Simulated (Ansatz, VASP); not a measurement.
# Sr: VASP beside Ansatz

```
Sr
1.0
    -2.35225    2.35225    2.42500
     2.35225   -2.35225    2.42500
     2.35225    2.35225   -2.42500
Sr
1
Direct
  0.00000 0.00000 0.00000
```

Change from the starting cell: strain -0.030 along x and y, +0.000 along z, atoms carried along.

Alike in both runs: task single point; functional r2SCAN; k mesh 14 × 14 × 14; occupations gaussian, width 0.15 eV; no spin polarisation.

|  | VASP | Ansatz |
| --- | --- | --- |
| version | VASP 6.6.1 | Ansatz 0.2.0 |
| potentials or method | VASP PAW PBE potentials, release 64 (Sr_sv), cutoff 520 eV | scalar-relativistic, plane waves, PAW |
| valence electrons in the cell | 10 | 10 |

```csv
,VASP,Ansatz,Ansatz less VASP
gap on the k mesh at the Fermi level (eV),none,none,-
pressure (GPa),0.5,0.5,-0.01
```

VASP's potentials were made for PBE, not for r2SCAN. A gap of «none» marks a metal or a gap that the smearing closes. With one functional, cell and mesh, what is left measures potentials, basis and numerics.
